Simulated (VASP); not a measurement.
# Ir5Rh (P4/mmm) in VASP: notebook

The runs below take Ir5Rh through single point, with PBE.

All numbers are computed with VASP 6.6.1; they aren't measurements. Logs are shortened: lines on timing, memory, paths and dates and some standing lists are left out, and cuts for length are marked.

## Step 1: The cell of the first run

The structure is tetragonal, space group P4/mmm (No. 123). Conventional cell: a = 2.734 Å, b = 2.734 Å, c = 11.599 Å, α = 90.00°, β = 90.00°, γ = 90.00°. Within 3.6 Å of Ir (site symmetry 4mm) lie 8 Ir at 2.72 to 2.73 Å and 4 Rh at 2.74 Å. Ir (site symmetry 4mm) has 12 Ir at 2.72 to 2.74 Å within 3.6 Å. Within 3.6 Å of Ir (site symmetry 4/mmm) lie 12 Ir at 2.73 to 2.74 Å. Rh (site symmetry 4/mmm) has 4 Rh at 2.73 Å and 8 Ir at 2.74 Å within 3.6 Å.

## Step 2: Single point, PBE

File INCAR:

```
SYSTEM = Ir5Rh
  PREC = Accurate
  ENCUT = 520
  EDIFF = 1E-7
  ISMEAR = -1
  SIGMA = 0.15
  LREAL = .FALSE.
  LASPH = .TRUE.
  NELM = 80
  ALGO = Fast
  ISIF = 2
  LWAVE = .FALSE.
  LCHARG = .FALSE.
  GGA = PE
  NBANDS = 39
```

File KPOINTS:

```
Automatic mesh
0
G
  16 16 4
  0 0 0
```

File POSCAR:

```
Ir5Rh
1.0
    2.7343163202      0.0000000000      0.0000000000
    0.0000000000      2.7343163202      0.0000000000
    0.0000000000      0.0000000000     11.5993538934
Ir Rh
5 1
Direct
    0.0000000000      0.0000000000      0.8329022606
    0.0000000000      0.0000000000      0.1670977394
    0.5000000000      0.5000000000      0.3323282275
    0.0000000000      0.0000000000      0.5000000000
    0.5000000000      0.5000000000      0.6676717725
    0.5000000000      0.5000000000      0.0000000000
```

Potentials or basis: VASP PAW PBE potentials, release 64 (Ir, Rh_pv).

Command:

```bash
> cat potpaw_PBE.64/Ir/POTCAR potpaw_PBE.64/Rh_pv/POTCAR > POTCAR
> mpirun -np 1 vasp_std > vasp.out
```

OUTCAR:

```text
SYSTEM = Ir5Rh
   PREC = Accurate
   ENCUT = 520
   EDIFF = 1E-7
   ISMEAR = -1
   LREAL = .FALSE.
   LASPH = .TRUE.
   NELM = 80
   ISIF = 2
   GGA = PE

 ion  position               nearest neighbor table
   1  0.000  0.000  0.833-   5 2.72   5 2.72   5 2.72   5 2.72   6 2.74   6 2.74   6 2.74   6 2.74

   2  0.000  0.000  0.167-   3 2.72   3 2.72   3 2.72   3 2.72   6 2.74   6 2.74   6 2.74   6 2.74

   3  0.500  0.500  0.332-   2 2.72   2 2.72   2 2.72   2 2.72   4 2.74   4 2.74   4 2.74   4 2.74

   4  0.000  0.000  0.500-   3 2.74   5 2.74   3 2.74   5 2.74   3 2.74   5 2.74   3 2.74   5 2.74

   5  0.500  0.500  0.668-   1 2.72   1 2.72   1 2.72   1 2.72   4 2.74   4 2.74   4 2.74   4 2.74

   6  0.500  0.500  0.000-   1 2.74   2 2.74   1 2.74   2 2.74   1 2.74   2 2.74   1 2.74   2 2.74

  LATTYP: Found a simple tetragonal cell.
 ALAT       =     2.7343163202
 C/A-ratio  =     4.2421404604

  Lattice vectors:

 A1 = (   2.7343163202,   0.0000000000,   0.0000000000)
 A2 = (   0.0000000000,   2.7343163202,   0.0000000000)
 A3 = (   0.0000000000,   0.0000000000,  11.5993538934)

Analysis of symmetry for initial positions (statically):
=====================================================================
 Subroutine PRICEL returns:
 Original cell was already a primitive cell.

 Routine SETGRP: Setting up the symmetry group for a
 simple tetragonal supercell.

 Subroutine GETGRP returns: Found 16 space group operations
 (whereof 16 operations were pure point group operations)
 out of a pool of 16 trial point group operations.

The static configuration has the point symmetry D_4h.

Analysis of symmetry for dynamics (positions and initial velocities):
=====================================================================
 Subroutine PRICEL returns:
 Original cell was already a primitive cell.

 Routine SETGRP: Setting up the symmetry group for a
 simple tetragonal supercell.

 Subroutine GETGRP returns: Found 16 space group operations
 (whereof 16 operations were pure point group operations)
 out of a pool of 16 trial point group operations.

The dynamic configuration has the point symmetry D_4h.

 Subroutine INISYM returns: Found 16 space group operations
 (whereof 16 operations are pure point group operations),
 and found     1 'primitive' translations

----------------------------------------------------------------------------------------

                                     Primitive cell

  volume of cell :      86.7224

  direct lattice vectors                    reciprocal lattice vectors
     2.734316320  0.000000000  0.000000000     0.365722134  0.000000000  0.000000000
     0.000000000  2.734316320  0.000000000     0.000000000  0.365722134  0.000000000
     0.000000000  0.000000000 11.599353893     0.000000000  0.000000000  0.086211698

  length of vectors
     2.734316320  2.734316320 11.599353893     0.365722134  0.365722134  0.086211698

  position of ions in fractional coordinates (direct lattice)
     0.000000000  0.000000000  0.832902261
     0.000000000  0.000000000  0.167097739
     0.500000000  0.500000000  0.332328227
     0.000000000  0.000000000  0.500000000
     0.500000000  0.500000000  0.667671773
     0.500000000  0.500000000  0.000000000

  ion indices of the primitive-cell ions
   primitive index   ion index
                 1           1
                 2           2
                 3           3
                 4           4
                 5           5
                 6           6

----------------------------------------------------------------------------------------

 KPOINTS: Automatic mesh

Automatic generation of k-mesh.
 Grid dimensions read from file:
 generate k-points for:   16   16    4

 Generating k-lattice:

  Cartesian coordinates                     Fractional coordinates (reciprocal lattice)
     0.022857633  0.000000000  0.000000000     0.062500000  0.000000000  0.000000000
     0.000000000  0.022857633  0.000000000     0.000000000  0.062500000  0.000000000
     0.000000000  0.000000000  0.021552925     0.000000000  0.000000000  0.250000000

  Length of vectors
     0.022857633  0.022857633  0.021552925

  Shift w.r.t. Gamma in fractional coordinates (k-lattice)
     0.000000000  0.000000000  0.000000000

 Subroutine IBZKPT returns following result:
 ===========================================

 Found    135 irreducible k-points:

 Following reciprocal coordinates:
            Coordinates               Weight
  0.000000  0.000000  0.000000      1.000000
  0.062500  0.000000  0.000000      4.000000
  0.125000  0.000000  0.000000      4.000000
  0.187500  0.000000  0.000000      4.000000
  0.250000  0.000000  0.000000      4.000000
  0.312500  0.000000  0.000000      4.000000
[... 16 lines left out ...]
  0.437500  0.125000  0.000000      8.000000
  0.500000  0.125000  0.000000      4.000000
 [... further k-points ...]
   k-points           NKPTS =    135   k-points in BZ     NKDIM =    135   number of bands    NBANDS=     39
   number of dos      NEDOS =    301   number of ions     NIONS =      6
   total plane-waves  NPLWV =  36000
   dimension x,y,z NGX =    20 NGY =   20 NGZ =   90
   dimension x,y,z NGXF=    40 NGYF=   40 NGZF=  180
   ions per type =               5   1
   NGX,Y,Z   is equivalent  to a cutoff of  12.16, 12.16, 12.90 a.u.
   NGXF,Y,Z  is equivalent  to a cutoff of  24.32, 24.32, 25.80 a.u.
 SYSTEM =  Ir5Rh
   PREC   = accura    normal or accurate (medium, high low for compatibility)
   ISTART =      0    job   : 0-new  1-cont  2-samecut
   ICHARG =      2    charge: 1-file 2-atom 10-const
   ISPIN  =      1    spin polarized calculation?
   LNONCOLLINEAR =      F non collinear calculations
   LSORBIT =      F    spin-orbit coupling
   LASPH  =      T    aspherical Exc in radial PAW
   ENCUT  =  520.0 eV  38.22 Ry    6.18 a.u.   5.08  5.08 21.57*2*pi/ulx,y,z
   NELM   =     80;   NELMIN=  2; NELMDL= -5     # of ELM steps
   EDIFF  = 0.1E-06   stopping-criterion for ELM
   LREAL  =      F    real-space projection
   EDIFFG = 0.1E-05   stopping-criterion for IOM
   NSW    =      0    number of steps for IOM
   IBRION =     -1    ionic relax: 0-MD 1-quasi-New 2-CG
   NFREE  =      0    steps in history (QN), initial steepest desc. (CG)
   ISIF   =      2    stress and relaxation
   ISYM   =      2    0-nonsym 1-usesym 2-fastsym
   POTIM  = 0.5000    time-step for ionic-motion
   TEBEG  =    0.0;   TEEND  =   0.0 temperature during run
   PSTRESS=    0.0 pullay stress
   NELECT =      60.0000    total number of electrons
   NUPDOWN=      -1.0000    fix difference up-down
   EMIN   =  10.00;   EMAX   =-10.00  energy-range for DOS
   EFERMI =   0.00;   METHOD = LEGACY
   ISMEAR =    -1;   SIGMA  =   0.15  broadening in eV -4-tet -1-fermi 0-gaus
   EFERMI_NEDOS =   21; number of points for ismear=-14 and -15
   IALGO  =     68    algorithm
   IMIX   =      4    mixing-type and parameters
     AMIX     =   0.40;   BMIX     =  1.00
     AMIX_MAG =   1.60;   BMIX_MAG =  1.00
  volume/ion in A,a.u.               =      14.45        97.54
  Fermi-wavevector in a.u.,A,eV,Ry     =   1.447932  2.736195 28.524708  2.096507
  Thomas-Fermi vector in A             =   2.565831
   LORBIT       =      0    0 simple, 1 ext, 2 COOP (PROOUT), +10 PAW based schemes
   GGA     = PE    functional components
   LHFCALC =     F    Hartree Fock is set to
   AEXX    =    0.0000 exact exchange contribution
   IVDW    =     0    specifies the selected vdW correction
   LEPSILON=     F    determine dielectric tensor
   LRPA    =     F    only Hartree local field effects (RPA)
 non-spin polarized calculation
 RMM-DIIS sequential band-by-band and
  energy-cutoff  :      520.00
  volume of cell :       86.72
 maximum number of plane-waves:      2370
   NGX = 11   NGY = 11   NGZ = 43

 number of electron      60.0000002 magnetization

 Free energy of the ion-electron system (eV)
  ---------------------------------------------------
  ext. energy  EPLUGINS =         0.00000000
  ---------------------------------------------------
  free energy    TOTEN  =       -51.78092667 eV

  energy without entropy =      -51.30276287  energy(sigma->0) =      -51.54184477

 E-fermi :  10.1636     XC(G=0): -13.8382

 val. band max:       10.1632025517   @ k =   0.3750   0.2500   0.2500
 cond. band min:      10.1660797090   @ k =   0.3750   0.0625   0.2500
 fundamental gap:      0.0028771573
 Fermi energy:        10.1636275516

 k-point     1 :       0.0000    0.0000    0.0000
  band No.  band energies     occupation
      1     -36.6402      2.00000
      2     -36.4241      2.00000
      3     -36.4241      2.00000
      4      -0.3897      2.00000
      5       0.8983      2.00000
      6       1.6707      2.00000
[... 31 lines left out ...]
     38      11.5236      0.00023
     39      12.1684      0.00000

 k-point     2 :       0.0625    0.0000    0.0000
  band No.  band energies     occupation
      1     -36.6389      2.00000
      2     -36.4369      2.00000
      3     -36.4231      2.00000
      4      -0.2782      2.00000
      5       0.9911      2.00000
      6       1.7589      2.00000
[... 31 lines left out ...]
     38      11.4752      0.00032
     39      13.2311      0.00000

 k-point     3 :       0.1250    0.0000    0.0000
  band No.  band energies     occupation
      1     -36.6352      2.00000
      2     -36.4730      2.00000
      3     -36.4201      2.00000
      4       0.0468      2.00000
      5       1.2482      2.00000
      6       1.9955      2.00000
[... 31 lines left out ...]
     38      11.3343      0.00082
     39      14.6450      0.00000

 k-point     4 :       0.1875    0.0000    0.0000
  band No.  band energies     occupation
      1     -36.6298      2.00000
      2     -36.5269      2.00000
      3     -36.4156      2.00000
      4       0.5577      2.00000
      5       1.6052      2.00000
      6       2.2970      2.00000
[... 31 lines left out ...]
     38      11.9742      0.00001
     39      16.1417      0.00000
[... 754 lines left out ...]
     38      14.2741      0.00000
     39      15.2238      0.00000

 k-point    23 :       0.4375    0.1250    0.0000
  band No.  band energies     occupation
      1     -36.7351      2.00000
      2     -36.6030      2.00000
      3     -36.4450      2.00000
      4       2.9384      2.00000
      5       2.9723      2.00000
      6       3.4202      2.00000
[... 31 lines left out ...]
     38      13.8661      0.00000
     39      14.1391      0.00000

 k-point    24 :       0.5000    0.1250    0.0000
  band No.  band energies     occupation
      1     -36.7473      2.00000
      2     -36.6017      2.00000
      3     -36.4439      2.00000
      4       2.9783      2.00000
      5       2.9908      2.00000
      6       3.3555      2.00000
[... 31 lines left out ...]
     38      12.9526      0.00000
     39      13.1850      0.00000

 [... further k-points ...]
[... 5 lines left out ...]
  --------------------------------------------------------------------------------------
  -------------------------------------------------------------------------------------
  Total        0.2256543      0.2256543      0.2237503      0.0000000      0.0000000      0.0000000
  in kB        4.1689136      4.1689136      4.1337377      0.0000000      0.0000000      0.0000000
  external PRESSURE =       4.1571883 kB  Pullay stress =       0.0000000 kB

 VOLUME and BASIS-vectors are now :
 -----------------------------------------------------------------------------
  energy-cutoff  :      520.00
  volume of cell :       86.72
      direct lattice vectors                 reciprocal lattice vectors
     2.734316320  0.000000000  0.000000000     0.365722134  0.000000000  0.000000000
     0.000000000  2.734316320  0.000000000     0.000000000  0.365722134  0.000000000
     0.000000000  0.000000000 11.599353893     0.000000000  0.000000000  0.086211698

 POSITION                                       TOTAL-FORCE (eV/Angst)
 -----------------------------------------------------------------------------------
      0.00000      0.00000      9.66113         0.000000      0.000000      0.035586
      0.00000      0.00000      1.93823        -0.000000     -0.000000     -0.035586
      1.36716      1.36716      3.85479         0.000000     -0.000000      0.013727
      0.00000      0.00000      5.79968         0.000000      0.000000      0.000000
      1.36716      1.36716      7.74456         0.000000      0.000000     -0.013727
      1.36716      1.36716      0.00000         0.000000      0.000000      0.000000
 -----------------------------------------------------------------------------------
    total drift:                               -0.000000      0.000000     -0.000000

  FREE ENERGIE OF THE ION-ELECTRON SYSTEM (eV)
  ---------------------------------------------------
  free  energy   TOTEN  =       -51.7809266669 eV

  energy  without entropy=      -51.3027628695  energy(sigma->0) =      -51.54184477
```

Run time: 5.8 min. Hardware: 1 thread of Intel Xeon 6975P-C (Granite Rapids), shared host; peak memory 0.46 GiB.

What came out:

| Property | Result |
| --- | --- |
| Free energy | -51.7809 eV |
| Pressure | 0.4 GPa |
| Largest force | 0.036 eV/Å |
| Band gap on the k mesh | zero (bands 30 and 31 overlap by 2.66 eV) |

Forces in eV/Å, atoms in the order of the input:
```
Ir   0.000  0.000  0.036
Ir   0.000  0.000 -0.036
Ir   0.000  0.000  0.014
Ir   0.000  0.000  0.000
Ir   0.000  0.000 -0.014
Rh   0.000  0.000  0.000
```

Caveat: spin-orbit coupling is left out, which moves the levels of the heavy elements.

## Step 3: Single point, PBE

This run uses another cell than the first one: it holds 12 atoms, not 6.

File INCAR:

```
SYSTEM = Ir5Rh
  PREC = Accurate
  ENCUT = 520
  EDIFF = 1E-6
  ISMEAR = 0
  SIGMA = 0.2
  LREAL = .FALSE.
  LASPH = .TRUE.
  NELM = 60
  ALGO = Fast
  ISIF = 2
  LWAVE = .FALSE.
  LCHARG = .TRUE.
  GGA = PE
  LELF = .TRUE.
  LVHAR = .TRUE.
  NBANDS = 72
```

File KPOINTS:

```
Automatic mesh
0
G
  8 4 2
  0 0 0
```

File POSCAR:

```
Ir5Rh
1.0
    2.7326061896      0.0000000000      0.0000000000
    0.0000000000      5.4652123793      0.0000000000
    0.0000000000      0.0000000000     11.5889693207
Ir Rh
10 2
Direct
    0.0000000000      0.5000000000      0.8328358924
    0.0000000000      1.0000000000      0.8328358924
    0.0000000000      0.5000000000      0.1671641076
    0.0000000000      1.0000000000      0.1671641076
    0.5000000000      0.2500000000      0.3321883396
    0.5000000000      0.7500000000      0.3321883396
    0.0000000000      0.0000000000      0.5000000000
    1.0000000000      0.5000000000      0.5000000000
    0.5000000000      0.2500000000      0.6678116604
    0.5000000000      0.7500000000      0.6678116604
    0.5000000000      0.2500000000      0.0000000000
    0.5000000000      0.7500000000      0.0000000000
```

Potentials or basis: VASP PAW PBE potentials, release 64 (Ir, Rh_pv).

Command:

```bash
> cat potpaw_PBE.64/Ir/POTCAR potpaw_PBE.64/Rh_pv/POTCAR > POTCAR
> mpirun -np 1 vasp_std > vasp.out
```

Wall time 8.3 min (1 thread of Intel Xeon 6975P-C (Granite Rapids), shared host); peak memory 0.44 GiB.

The run converged. Its results:

| Item | Value |
| --- | --- |
| Free energy | -103.0379 eV |
| Pressure | 0.8 GPa |
| Largest force | 0.051 eV/Å |
| Band gap on the k mesh | zero (bands 60 and 61 overlap by 2.56 eV) |

Forces in eV/Å, atoms in the order of the input:
```
Ir   0.000  0.000  0.051
Ir   0.000  0.000  0.051
Ir   0.000  0.000 -0.051
Ir   0.000  0.000 -0.051
Ir   0.000  0.000  0.016
Ir   0.000  0.000  0.016
Ir   0.000  0.000  0.000
Ir   0.000  0.000  0.000
Ir   0.000  0.000 -0.016
Ir   0.000  0.000 -0.016
Rh   0.000  0.000  0.000
Rh   0.000  0.000  0.000
```

Stress tensor (GPa, compression positive):
```
 1.55  0.00  0.00
 0.00  1.55  0.00
 0.00  0.00 -0.59
```

Levels at points of the mesh, in eV from the Fermi level:
| k point | band 57 | band 58 | band 59 | band 60 | band 61 | band 62 | band 63 | band 64 | band 65 | band 66 |
| --- | --- | --- | --- | --- | --- | --- | --- | --- | --- | --- |
| (0.00, 0.00, 0.00) | -0.72 | -0.71 | -0.58 | -0.58 | -0.36 | -0.36 | 0.15 | 0.29 | 0.35 | 0.43 |
| (0.50, 0.00, 0.00) | 0.69 | 0.71 | 0.84 | 1.31 | 1.31 | 1.37 | 1.38 | 1.46 | 1.48 | 1.53 |
| (0.00, 0.50, 0.00) | -0.88 | -0.88 | -0.83 | -0.83 | -0.66 | -0.66 | -0.49 | -0.49 | -0.46 | -0.46 |
| (0.50, 0.50, 0.00) | 0.20 | 0.20 | 0.58 | 0.58 | 0.82 | 0.82 | 0.88 | 0.88 | 0.89 | 0.89 |
| (0.00, 0.00, 0.50) | -0.51 | -0.45 | -0.38 | -0.36 | -0.36 | -0.15 | 0.41 | 0.59 | 0.61 | 0.66 |
| (0.50, 0.00, 0.50) | 0.33 | 0.36 | 0.66 | 0.71 | 0.76 | 0.84 | 0.88 | 1.37 | 1.38 | 1.46 |
| (0.00, 0.50, 0.50) | -1.32 | -1.32 | -0.84 | -0.84 | -0.82 | -0.82 | 0.13 | 0.13 | 0.22 | 0.22 |
| (0.50, 0.50, 0.50) | 0.58 | 0.58 | 0.82 | 0.82 | 0.83 | 0.83 | 0.94 | 0.94 | 0.94 | 0.94 |

Caveat: spin-orbit coupling is left out, which moves the levels of the heavy elements.
